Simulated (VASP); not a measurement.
A run of VASP 6.6.1:

Contents of INCAR:

```
  ALGO = Normal
  EDIFF = 1E-7
  ENCUT = 520
  GGA = PE
  ISIF = 2
  ISMEAR = 0
  LASPH = T
  LCHARG = F
  LREAL = F
  LWAVE = F
  NBANDS = 12
  NELM = 100
  PREC = Accurate
  SIGMA = 0.15
```

KPOINTS

```
k-points
0
Gamma
  18 18 18
```

File POSCAR:

```
In
1.0
   -1.7319232208      1.7319232208      1.8825252400
    1.7319232208     -1.7319232208      1.8825252400
    1.7319232208      1.7319232208     -1.8825252400
In
1
Direct
    0.0000000000      0.0000000000      0.0000000000
```

Potentials or basis: VASP PAW PBE potentials, release 64 (In_d).

The run is started by

```console
$ cat potpaw_PBE.64/In_d/POTCAR > POTCAR
$ mpirun -np 1 vasp_std > vasp.out
```

Hardware: 1 thread of Intel(R) Xeon(R) Platinum 8375C CPU @ 2.90GHz (Ice Lake), with other jobs on the host.

Q: Estimate the wall time of this run.

A: Wall time 42 s on 1 thread of Intel(R) Xeon(R) Platinum 8375C CPU @ 2.90GHz (Ice Lake) (shared host), peak memory 0.24 GiB. Counts: scf iterations 11, k points 480.
